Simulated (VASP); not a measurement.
# WSe2 (F-43m) in VASP: further runs, part 2 of 2

VASP 6.6.1. The steps go on from the part before.

## 5. Single point, PBE

Input file INCAR:

```
PREC     = Accurate       # precision mode
ENCUT    = 520            # plane-wave cutoff, eV
EDIFF    = 1E-6           # SCF threshold, eV
ISMEAR   = 0              # smearing method
SIGMA    = 0.1            # smearing width, eV
LREAL    = F              # projectors in reciprocal space
LASPH    = T              # aspherical terms in the spheres
NELM     = 60             # most SCF steps
ALGO     = Normal         # electronic algorithm
ISIF     = 2              # what is computed and relaxed
LWAVE    = F              # write WAVECAR
LCHARG   = F              # write CHGCAR
GGA      = PE             # functional
NBANDS   = 20             # bands
```

Input file KPOINTS:

```
Automatic mesh
0
Gamma
  14 14 14
```

Input file POSCAR:

```
WSe2
1.0
    0.0000000000      3.1015883489      3.1015883489
    3.1015883489      0.0000000000      3.1015883489
    3.1015883489      3.1015883489      0.0000000000
W Se
1 2
Direct
    0.5000000000      0.5000000000      0.5000000000
    0.2500000000      0.2500000000      0.2500000000
    0.0000000000      0.0000000000      0.0000000000
```

Launch:

```console
> cat potpaw_PBE.64/W_sv/POTCAR potpaw_PBE.64/Se/POTCAR > POTCAR
> mpirun -np 1 vasp_std > vasp.out
```

It took 96 s on 1 thread of Intel Xeon Platinum 8488C (Sapphire Rapids), shared host; peak memory 0.28 GiB.

The run converged. Its results:

```
Free energy            : -16.4155 eV
Pressure               : 0.1 GPa
Band gap on the k mesh : zero (bands 13 and 14 overlap by 2.06 eV)
```

Levels at points of the mesh, in eV from the Fermi level:
| k point | band 11 | band 12 | band 13 | band 14 | band 15 | band 16 |
| --- | --- | --- | --- | --- | --- | --- |
| (0.00, 0.00, 0.00) | -3.24 | -3.24 | -1.47 | -1.47 | 0.44 | 2.79 |
| (0.50, 0.00, 0.00) | -2.55 | -0.71 | 0.50 | 0.50 | 0.96 | 1.85 |
| (0.50, 0.50, 0.00) | -1.20 | -1.20 | -0.72 | -0.24 | 0.63 | 2.48 |

Caveat: spin-orbit coupling is left out, which moves the levels of the heavy elements.

## 6. Relaxation of cell and atoms, PBE, collinear spin

This run uses another cell than the first one, of 29.10 Å³/atom.

Input file INCAR:

```
  ALGO = Normal
  EDIFF = 1E-6
  EDIFFG = -0.04
  ENCUT = 600
  GGA = PE
  IBRION = 2
  ISIF = 3
  ISMEAR = 0
  ISPIN = 2
  LASPH = True
  LCHARG = False
  LMAXMIX = 4
  LORBIT = 11
  LREAL = False
  LWAVE = False
  MAGMOM = 0.93 -0.07 0.02
  NELM = 150
  NSW = 90
  PREC = Accurate
  SIGMA = 0.1
```

Input file KPOINTS:

```
k-points
0
Gamma
  4 4 4
```

Input file POSCAR:

```
WSe2
1.0
    0.0000000000      3.5211012700      3.5211012700
    3.5211012700      0.0000000000      3.5211012700
    3.5211012700      3.5211012700      0.0000000000
W Se
1 2
Direct
    0.5000000000      0.5000000000      0.5000000000
    0.2500000000      0.2500000000      0.2500000000
    0.0000000000      0.0000000000      0.0000000000
```

Potentials or basis: VASP PAW PBE potentials, release 64 (W_sv, Se).

Launch:

```console
> cat potpaw_PBE.64/W_sv/POTCAR potpaw_PBE.64/Se/POTCAR > POTCAR
> mpirun -np 1 vasp_std > vasp.out
```

OUTCAR:

```text
EDIFF = 1E-6
   EDIFFG = -0.04
   ENCUT = 600
   GGA = PE
   IBRION = 2
   ISIF = 3
   ISMEAR = 0
   ISPIN = 2
   LASPH = True
   LORBIT = 11
   LREAL = False
   NELM = 150
   NSW = 90
   PREC = Accurate

 ion  position               nearest neighbor table
   1  0.500  0.500  0.500-   2 3.05   2 3.05   2 3.05   2 3.05
   2  0.250  0.250  0.250-   1 3.05   1 3.05   1 3.05   1 3.05
   3  0.000  0.000  0.000-

  LATTYP: Found a face centered cubic cell.
 ALAT       =     7.0422025400

  Lattice vectors:

 A1 = (   0.0000000000,   3.5211012700,   3.5211012700)
 A2 = (   3.5211012700,   0.0000000000,   3.5211012700)
 A3 = (   3.5211012700,   3.5211012700,   0.0000000000)

Analysis of symmetry for initial positions (statically):
=====================================================================
 Subroutine PRICEL returns:
 Original cell was already a primitive cell.

 Routine SETGRP: Setting up the symmetry group for a
 face centered cubic supercell.

 Subroutine GETGRP returns: Found 24 space group operations
 (whereof 24 operations were pure point group operations)
 out of a pool of 48 trial point group operations.

[... 179 lines left out ...]
      5     -10.6562      1.00000
      6      -7.6084      1.00000
[... 416 lines left out ...]
  FREE ENERGIE OF THE ION-ELECTRON SYSTEM (eV)
  ---------------------------------------------------
  free  energy   TOTEN  =       -16.4342501642 eV

  energy  without entropy=      -16.4306373629  energy(sigma->0) =      -16.43244376

[... ionic steps 4 to 9 ...]

--------------------------------------- Ionic step       10  -------------------------------------------

 number of electron      26.0000001 magnetization       1.1908107

------------------------ aborting loop because EDIFF is reached ----------------------------------------
[... 69 lines left out ...]
--------------------------------------- Ionic step       12  -------------------------------------------

 number of electron      26.0000001 magnetization       1.1907178

 Free energy of the ion-electron system (eV)
  ---------------------------------------------------
  ext. energy  EPLUGINS =         0.00000000
  ---------------------------------------------------
  free energy    TOTEN  =       -16.43444900 eV

  energy without entropy =      -16.43063398  energy(sigma->0) =      -16.43254149

 E-fermi :   7.4152     XC(G=0): -11.0180

 val. band max:        7.2442795559   @ k =  -0.2500   0.2500   0.0000
 cond. band min:       7.4239047447   @ k =  -0.2500   0.5000   0.2500
 fundamental gap:      0.1796251888
 Fermi energy:         7.4152231346

 spin component 1

 k-point     1 :       0.0000    0.0000    0.0000
  band No.  band energies     occupation
      1     -67.5616      1.00000
      2     -31.8149      1.00000
      3     -31.8149      1.00000
      4     -31.8149      1.00000
      5      -9.6230      1.00000
      6      -3.5710      1.00000
[... 342 lines left out ...]
  FREE ENERGIE OF THE ION-ELECTRON SYSTEM (eV)
  ---------------------------------------------------
  free  energy   TOTEN  =       -16.4344490001 eV

  energy  without entropy=      -16.4306339822  energy(sigma->0) =      -16.43254149

 reached required accuracy - stopping structural energy minimisation

 total charge

# of ion       s       p       d       tot
------------------------------------------
    1        2.307   6.109   3.324  11.740
    2        1.493   2.179   0.156   3.827
    3        1.531   2.143   0.089   3.763
--------------------------------------------------
tot          5.331  10.431   3.569  19.330

 magnetization (x)

# of ion       s       p       d       tot
------------------------------------------
    1        0.031   0.020   0.909   0.961
    2       -0.002  -0.075   0.011  -0.066
    3        0.010  -0.008   0.011   0.013
--------------------------------------------------
tot          0.039  -0.063   0.932   0.907
```

CONTCAR:

```text
WSe2
   1.00000000000000
    -0.0000000000000000    3.1082858089364578    3.1082858089364578
     3.1082858089364578   -0.0000000000000000    3.1082858089364578
     3.1082858089364578    3.1082858089364578   -0.0000000000000000
  W               Se
     1     2
Direct
     0.5000000000000000    0.5000000000000000    0.5000000000000000
     0.2500000000000000    0.2500000000000000    0.2500000000000000
     0.0000000000000000    1.0000000000000000    0.0000000000000000

  0.00000000E+00  0.00000000E+00  0.00000000E+00
  0.00000000E+00  0.00000000E+00  0.00000000E+00
  0.00000000E+00  0.00000000E+00  0.00000000E+00
```

Wall time 4 min (1 thread of Intel Xeon Platinum 8488C (Sapphire Rapids), shared host); peak memory 0.3 GiB.

What came out:

```yaml
Free_energy: -16.4344 eV
Relaxed_volume: 20.02 Å³/atom
Relaxed_cell: a = 4.396 Å, b = 4.396 Å, c = 4.396 Å, α = 60.00°, β = 60.00°, γ = 60.00°
Space_group_after_relaxing_to_0.1_Å: F-43m (No. 216)
Energy_gained_by_relaxing: 527.7 meV/atom
Ionic_steps: 12
Pressure_after_relaxing: -0.3 GPa
Net_moment: 1.19 μB per cell
Site_moments: W +0.96; Se -0.07, +0.01 μB
Valence_electrons_inside_the_program's_atomic_spheres: W 11.74; Se 3.83, 3.76
```

Step by step:
```csv
step,energy change (eV),largest force (eV/Å),pressure (GPa),volume (Å³)
1,0.0000,0.0000,-12.97,87.31
2,-1.5790,0.0000,-1.51,60.80
3,-1.5830,0.0000,0.44,59.65
4,-1.5830,0.0000,-0.41,60.14
5,-1.5831,0.0000,-0.40,60.13
6,-1.5831,0.0000,-0.35,60.10
7,-1.5831,0.0000,-0.35,60.10
8,-1.5831,0.0000,-0.35,60.10
9,-1.5831,0.0000,-0.35,60.09
10,-1.5832,0.0000,-0.36,60.09
11,-1.5832,0.0000,-0.32,60.08
12,-1.5832,0.0000,-0.29,60.06
```

Final structure:
```yaml
crystal:
  lattice:
    - [0.00000, 3.10829, 3.10829]
    - [3.10829, 0.00000, 3.10829]
    - [3.10829, 3.10829, 0.00000]
  atoms:
    - { symbol: W, position: [0.50000, 0.50000, 0.50000] }
    - { symbol: Se, position: [0.25000, 0.25000, 0.25000] }
    - { symbol: Se, position: [0.00000, 0.00000, 0.00000] }
```

Levels at points of the mesh, in eV from the Fermi level:
Spin up:
```csv
k point,band 11,band 12,band 13,band 14,band 15,band 16,band 17
"(0.00, 0.00, 0.00)",-3.31,-3.31,-1.88,-1.88,0.17,2.46,2.46
"(0.50, 0.00, 0.00)",-2.74,-1.02,0.20,0.20,0.87,1.47,1.47
"(0.50, 0.50, 0.00)",-1.46,-1.46,-1.19,-0.70,0.35,2.32,2.32
```
Spin down:
```csv
k point,band 10,band 11,band 12,band 13,band 14,band 15
"(0.00, 0.00, 0.00)",-3.18,-3.18,-3.18,-1.12,-1.12,0.62
"(0.50, 0.00, 0.00)",-2.43,-2.43,-0.52,0.71,0.71,0.97
"(0.50, 0.50, 0.00)",-4.12,-1.03,-1.03,-0.35,0.09,0.78
```

Caveat: the k points lie up to 0.44 Å⁻¹ apart in the final cell; the volume moved by over 15 % at a fixed basis, so the end points are rough; spin-orbit coupling is left out, which moves the levels of the heavy elements.

## 7. Overview

```tsv
task	spin	cell	k mesh	cutoff (eV)	gap on the mesh (eV)	pressure (GPa)	moment (μB)
single point	collinear	a = 4.389 Å, angles 60.0°, 3 atoms	4 × 4 × 4	520	none	0.2	1.19
single point	collinear	a = 4.980 Å, angles 60.0°, 3 atoms	4 × 4 × 4	520	none	-13.0	2.17
single point	collinear	a = 4.389 Å, angles 60.0°, 3 atoms	6 × 6 × 6	520	none	-0.1	0.00
single point	off	a = 4.386 Å, angles 60.0°, 3 atoms	14 × 14 × 14	520	none	0.1	-
relaxation of cell and atoms	collinear	relaxed from a = 4.980 Å, angles 60.0°, 3 atoms	4 × 4 × 4	600	none	-0.3	1.19
```

Alike in all rows: level PBE; potentials or basis VASP PAW PBE potentials, release 64 (W_sv, Se); smearing gaussian 0.1 eV.

Caveats: some runs use coarse meshes; spin-orbit coupling is left out, which moves the levels of the heavy elements; the volume moved by over 15 % at a fixed basis, so the end points are rough (at least some runs).

Total energies depend on the potentials used, so only differences within one code and one set of settings carry meaning.
